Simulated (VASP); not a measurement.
Set up this calculation in VASP 6.6.1, as the native input.

| Property | Result |
| --- | --- |
| Task | single point |
| Functional | PBE |
| Dispersion | D3(BJ) |
| Potentials or basis | VASP PAW PBE potentials, release 64 (S, W_sv) |
| Cutoff | 520 eV |
| k mesh | 9 × 9 × 1 |
| Occupations | gaussian, width 0.05 eV |
| Spin | no spin polarisation |
| Dipole correction | yes |
| Further INCAR settings | ALGO = Normal; EDIFF = 1e-07; NBANDS = 35 |

The structure of WS2 lies in POSCAR:

```
WS2
1.0
    3.1595456682      0.0000000000      0.0000000000
   -1.5797728341      2.7362468131      0.0000000000
    0.0000000000      0.0000000000     23.8042574330
S W
4 2
Direct
    0.3333333333      0.6666666667      0.1890418137
    0.3333333333      0.6666666667      0.3214605092
    0.3333333333      0.8333333333      0.4827761903
    0.3333333333      0.8333333333      0.6151948858
    0.6666666667      0.3333333333      0.2552511584
    0.6666666667      0.5000000000      0.5489855349
```

This cell differs from its parent crystal: layers slid over each other.

These files were run (other wordings do the same):

INCAR

```
PREC     = Accurate       # precision mode
ENCUT    = 520            # plane-wave cutoff, eV
EDIFF    = 1E-7           # SCF threshold, eV
ISMEAR   = 0              # smearing method
SIGMA    = 0.05           # smearing width, eV
LREAL    = F              # projectors in reciprocal space
LASPH    = T              # aspherical terms in the spheres
NELM     = 60             # most SCF steps
ALGO     = Normal         # electronic algorithm
ISIF     = 2              # what is computed and relaxed
LWAVE    = F              # write WAVECAR
LCHARG   = T              # write CHGCAR
LDIPOL   = T            
IDIPOL   = 3            
DIPOL    = 0.5 0.5 0.402
GGA      = PE             # functional
IVDW     = 12             # dispersion correction
LELF     = T              # ELF
LVHAR    = T            
LVACPOTAV= T            
NBANDS   = 35             # bands
```

KPOINTS

```
Automatic mesh
0
Gamma
  9 9 1
```

Potentials or basis: VASP PAW PBE potentials, release 64 (S, W_sv).

Launch:

```bash
$ cat potpaw_PBE.64/S/POTCAR potpaw_PBE.64/W_sv/POTCAR > POTCAR
$ mpirun -np 1 vasp_std > vasp.out
```

Results of the run:

```
Largest force              : 0.049 eV/Å
Band gap on the k mesh     : 1.86 eV (least direct gap 1.91 eV)
Dispersion energy per atom : -0.342 eV
```

Caveat: the cell differs from its parent crystal (layers slid over each other); spin-orbit coupling is left out, which moves the levels of the heavy elements.

Run time: 3 min on 1 thread of Intel(R) Xeon(R) 6975P-C (Granite Rapids) (shared host), peak memory 0.38 GiB.
